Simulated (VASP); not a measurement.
# Al8N in VASP: a series of runs

The runs below take Al8N through single point, with PBE.

Program: VASP 6.6.1. These are calculated values, not measurements. Logs are shortened: lines on timing, memory, paths and dates and some standing lists are left out, and cuts for length are marked.

## Step 1: The cell of the first run

The cell holds a slab with vacuum, 9 atoms: a = 2.854 Å, b = 2.854 Å, c = 33.476 Å, α = 90.00°, β = 90.00°, γ = 120.00°.

## Step 2: Single point, PBE

Contents of INCAR:

```
SYSTEM = Al8N
PREC = Accurate ; ENCUT = 520
EDIFF = 1E-7 ; ISMEAR = 0
SIGMA = 0.1 ; LREAL = .FALSE.
LASPH = .TRUE. ; NELM = 60
ALGO = Normal ; ISIF = 2
LWAVE = .FALSE. ; LCHARG = .FALSE.
LDIPOL = .TRUE. ; IDIPOL = 3
DIPOL = 0.5 0.5 0.399 ; GGA = PE
NBANDS = 24
```

Contents of KPOINTS:

```
Automatic mesh
0
G
  9 9 1
  0 0 0
```

Contents of POSCAR:

```
Al8N
1.0
    2.8543223330      0.0000000000      0.0000000000
   -1.4271611665      2.4719156510      0.0000000000
    0.0000000000      0.0000000000     33.4760593533
Al N
8 1
Direct
    0.3333333333      0.6666666667      0.1194883770
    0.0000000000      0.0000000000      0.1895622803
    0.6666666667      0.3333333333      0.2596361837
    0.0000000000      0.0000000000      0.3297100869
    0.3333333333      0.6666666667      0.3992195594
    0.0000000000      0.0000000000      0.4696536480
    0.6666666667      0.3333333333      0.5400996810
    0.0000000000      0.0000000000      0.6116627748
    0.3333333333     -0.3333333333      0.6734980099
```

Potentials or basis: VASP PAW PBE potentials, release 64 (Al, N).

Command:

```console
> cat potpaw_PBE.64/Al/POTCAR potpaw_PBE.64/N/POTCAR > POTCAR
> mpirun -np 1 vasp_std > vasp.out
```

OUTCAR:

```text
SYSTEM = Al8N
   PREC = Accurate
   ENCUT = 520
   EDIFF = 1E-7
   ISMEAR = 0
   LREAL = .FALSE.
   LASPH = .TRUE.
   NELM = 60
   ISIF = 2
   GGA = PE

 ion  position               nearest neighbor table
   1  0.333  0.667  0.119-   2 2.87   2 2.87   2 2.87
   2  0.000  0.000  0.190-   1 2.87   1 2.87   1 2.87   3 2.87   3 2.87   3 2.87
   3  0.667  0.333  0.260-   4 2.87   4 2.87   4 2.87   2 2.87   2 2.87   2 2.87
   4  0.000  0.000  0.330-   5 2.85   5 2.85   5 2.85   3 2.87   3 2.87   3 2.87
   5  0.333  0.667  0.399-   4 2.85   4 2.85   4 2.85   6 2.88   6 2.88   6 2.88
   6  0.000  0.000  0.470-   5 2.88   5 2.88   5 2.88   7 2.88   7 2.88   7 2.88
   7  0.667  0.333  0.540-   6 2.88   6 2.88   6 2.88   8 2.91   8 2.91   8 2.91
   8  0.000  0.000  0.612-   7 2.91   7 2.91   7 2.91
   9  0.333  0.667  0.673-

  LATTYP: Found a hexagonal cell.
 ALAT       =     2.8543223330
 C/A-ratio  =    11.7281986573

  Lattice vectors:

 A1 = (   2.8543223330,   0.0000000000,   0.0000000000)
 A2 = (  -1.4271611665,   2.4719156510,   0.0000000000)
 A3 = (   0.0000000000,   0.0000000000,  33.4760593533)

Analysis of symmetry for initial positions (statically):
=====================================================================
 Subroutine PRICEL returns:
 Original cell was already a primitive cell.

 Routine SETGRP: Setting up the symmetry group for a
 hexagonal supercell.

 Subroutine GETGRP returns: Found  6 space group operations
 (whereof  6 operations were pure point group operations)
 out of a pool of 24 trial point group operations.

The static configuration has the point symmetry C_3v.

Analysis of symmetry for dynamics (positions and initial velocities):
=====================================================================
 Subroutine PRICEL returns:
 Original cell was already a primitive cell.

 Routine SETGRP: Setting up the symmetry group for a
 hexagonal supercell.

 Subroutine GETGRP returns: Found  6 space group operations
 (whereof  6 operations were pure point group operations)
 out of a pool of 24 trial point group operations.

The dynamic configuration has the point symmetry C_3v.

 Subroutine INISYM returns: Found  6 space group operations
 (whereof  6 operations are pure point group operations),
 and found     1 'primitive' translations

[... 103 lines left out ...]
   POTIM  = 0.5000    time-step for ionic-motion
   TEBEG  =    0.0;   TEEND  =   0.0 temperature during run
   PSTRESS=    0.0 pullay stress
   NELECT =      29.0000    total number of electrons
   NUPDOWN=      -1.0000    fix difference up-down
   EMIN   =  10.00;   EMAX   =-10.00  energy-range for DOS
   EFERMI =   0.00;   METHOD = LEGACY
   ISMEAR =     0;   SIGMA  =   0.10  broadening in eV -4-tet -1-fermi 0-gaus
   EFERMI_NEDOS =   21; number of points for ismear=-14 and -15
   IALGO  =     38    algorithm
   IMIX   =      4    mixing-type and parameters
     AMIX     =   0.40;   BMIX     =  1.00
     AMIX_MAG =   1.60;   BMIX_MAG =  1.00
  volume/ion in A,a.u.               =      26.24       177.10
  Fermi-wavevector in a.u.,A,eV,Ry     =   0.813674  1.537621  9.007949  0.662066
  Thomas-Fermi vector in A             =   1.923442
   LORBIT       =      0    0 simple, 1 ext, 2 COOP (PROOUT), +10 PAW based schemes
   GGA     = PE    functional components
   LHFCALC =     F    Hartree Fock is set to
   AEXX    =    0.0000 exact exchange contribution
   IVDW    =     0    specifies the selected vdW correction
   LEPSILON=     F    determine dielectric tensor
   LRPA    =     F    only Hartree local field effects (RPA)
 non-spin polarized calculation
 Gauss-broadening in eV      SIGMA  =   0.10
  energy-cutoff  :      520.00
  volume of cell :      236.20
 maximum number of plane-waves:      6403
 NGX is ok and might be reduce to    24
   NGX = 11   NGY = 11   NGZ =125

 number of electron      28.9999999 magnetization

 dipolmoment           0.000000      0.000000      0.139973 electrons x Angstroem

 Free energy of the ion-electron system (eV)
  ---------------------------------------------------
  ext. energy  EPLUGINS =         0.00000000
  ---------------------------------------------------
  free energy    TOTEN  =       -33.33398329 eV

  energy without entropy =      -33.31006468  energy(sigma->0) =      -33.32202398

 E-fermi :   2.1819     XC(G=0):  -6.7023

 val. band max:        2.1670807402   @ k =   0.4444   0.1111   0.0000
 cond. band min:       2.1994017185   @ k =   0.3333   0.2222   0.0000
 fundamental gap:      0.0323209783
 Fermi energy:         2.1819160261

 k-point     1 :       0.0000    0.0000    0.0000
  band No.  band energies     occupation
      1     -11.2144      2.00000
      2      -8.8301      2.00000
      3      -8.5130      2.00000
      4      -8.0420      2.00000
      5      -7.3356      2.00000
      6      -6.5185      2.00000
[... 313 lines left out ...]
     23       3.5867      0.00000
     24       3.6735      0.00000

------------------------ aborting loop because EDIFF is reached ----------------------------------------

 vacuum level on the upper side and lower side of the slab       (xc-potential included)         1.758        -1.774

  FORCE on cell =-STRESS in cart. coord.  units (eV):
  Direction    XX          YY          ZZ          XY          YZ          ZX
  --------------------------------------------------------------------------------------
  -------------------------------------------------------------------------------------
  Total       -3.9127918     -3.9127918     -5.2251033      0.0000000      0.0000000     -0.0000000
  in kB      -26.5415529    -26.5415529    -35.4433264      0.0000000      0.0000000     -0.0000000
  external PRESSURE =     -29.5088107 kB  Pullay stress =       0.0000000 kB

 VOLUME and BASIS-vectors are now :
 -----------------------------------------------------------------------------
  energy-cutoff  :      520.00
  volume of cell :      236.20
      direct lattice vectors                 reciprocal lattice vectors
     2.854322333  0.000000000  0.000000000     0.350345856  0.202272274  0.000000000
    -1.427161166  2.471915651  0.000000000     0.000000000  0.404544548  0.000000000
     0.000000000  0.000000000 33.476059353     0.000000000  0.000000000  0.029872094

 POSITION                                       TOTAL-FORCE (eV/Angst)
 -----------------------------------------------------------------------------------
     -0.00000      1.64794      4.00000        -0.000000      0.000000     -0.118814
      0.00000      0.00000      6.34580         0.000000      0.000000      0.030974
      1.42716      0.82397      8.69160        -0.000000      0.000000      0.033144
      0.00000      0.00000     11.03739         0.000000      0.000000     -0.052069
     -0.00000      1.64794     13.36430         0.000000     -0.000000      0.216561
      0.00000      0.00000     15.72215        -0.000000      0.000000     -0.173103
      1.42716      0.82397     18.08041        -0.000000      0.000000      0.187601
      0.00000      0.00000     20.47606        -0.000000      0.000000      2.608749
     -0.00000      1.64794     22.54606         0.000000     -0.000000     -2.733043
 -----------------------------------------------------------------------------------
    total drift:                                0.000000     -0.000000      0.000380

  FREE ENERGIE OF THE ION-ELECTRON SYSTEM (eV)
  ---------------------------------------------------
  free  energy   TOTEN  =       -33.3339832916 eV

  energy  without entropy=      -33.3100646777  energy(sigma->0) =      -33.32202398

 vacuum level on the upper side and lower side of the slab         9.863         6.270
```

OSZICAR:

```text
N       E                     dE             d eps       ncg     rms          rms(c)
DAV:   1     0.781452589285E+02    0.78145E+02   -0.99064E+03   576   0.911E+02
DAV:   2    -0.246821761979E+02   -0.10283E+03   -0.94891E+02   792   0.149E+02
DAV:   3    -0.337681114861E+02   -0.90859E+01   -0.83231E+01   808   0.385E+01
[... 24 lines left out ...]
DAV:  28    -0.333339850975E+02   -0.39716E-05   -0.26882E-05   672   0.152E-02    0.221E-02
DAV:  29    -0.333339844881E+02    0.60945E-06   -0.23798E-06   744   0.606E-03    0.189E-02
DAV:  30    -0.333339836987E+02    0.78940E-06   -0.29255E-06   648   0.542E-03    0.124E-02
DAV:  31    -0.333339833124E+02    0.38632E-06   -0.13352E-06   680   0.354E-03    0.708E-03
DAV:  32    -0.333339832916E+02    0.20712E-07   -0.71200E-07   624   0.289E-03
   1 F= -.33333983E+02 E0= -.33322024E+02  d E =-.239186E-01
```

stdout:

```text
POSCAR found type information on POSCAR AlN
 POSCAR found :  2 types and       9 ions
 scaLAPACK will be used
 LDA part: xc-table for (Slater+PW92), standard interpolation
 POSCAR, INCAR and KPOINTS ok, starting setup
 FFT: planning ... GRIDC
 FFT: planning ... GRID_SOFT
 FFT: planning ... GRID
 WAVECAR not read
 entering main loop
```

Wall time 5.7 min (1 thread of AMD EPYC 7R43 (Zen 3), shared host); peak memory 0.31 GiB.

Results:

```
Free energy   : -33.3340 eV
Largest force : 2.733 eV/Å
```

Forces in eV/Å, atoms in the order of the input:
```
Al   0.000  0.000 -0.119
Al   0.000  0.000  0.031
Al   0.000  0.000  0.033
Al   0.000  0.000 -0.052
Al   0.000  0.000  0.217
Al   0.000  0.000 -0.173
Al   0.000  0.000  0.188
Al   0.000  0.000  2.609
N    0.000  0.000 -2.733
```

## Step 3: Single point, PBE

Contents of INCAR:

```
PREC = Accurate
ENCUT = 520
EDIFF = 1E-6
ISMEAR = 0
SIGMA = 0.1
LREAL = False
LASPH = True
NELM = 100
ALGO = Normal
ISIF = 2
LWAVE = False
LCHARG = False
LDIPOL = True
IDIPOL = 3
DIPOL = 0.5 0.5 0.402
GGA = PE
NBANDS = 24
```

Contents of KPOINTS:

```
regular mesh
0
Gamma
  9 9 1
```

POSCAR, as its differences from that of step 2:

```diff
@@ -16,2 +16,2 @@
     0.0000000000      0.0000000000      0.6116627748
-    0.3333333333     -0.3333333333      0.6734980099
+    0.3333333333     -0.3333333333      0.7003828947
```

Potentials or basis: VASP PAW PBE potentials, release 64 (Al, N).

Command:

```console
> cat potpaw_PBE.64/Al/POTCAR potpaw_PBE.64/N/POTCAR > POTCAR
> mpirun -np 1 vasp_std > vasp.out
```

Wall time 6.4 min (1 thread of AMD EPYC 7R43 (Zen 3), shared host); peak memory 0.31 GiB.

It converged, with:

* Free energy: -31.6592 eV
* Largest force: 1.070 eV/Å

Forces in eV/Å, atoms in the order of the input:
```
Al   0.000  0.000 -0.101
Al   0.000  0.000  0.038
Al   0.000  0.000  0.008
Al   0.000  0.000 -0.110
Al   0.000  0.000  0.239
Al   0.000  0.000 -0.106
Al   0.000  0.000 -0.018
Al   0.000  0.000  1.070
N    0.000  0.000 -1.020
```

Levels at points of the mesh, in eV from the Fermi level:
```
           k point  band 10  band 11  band 12  band 13  band 14  band 15  band 16  band 17
(0.00, 0.00, 0.00)    -3.96    -2.44    -1.25    -0.24     1.30     1.47     1.47     2.88
```
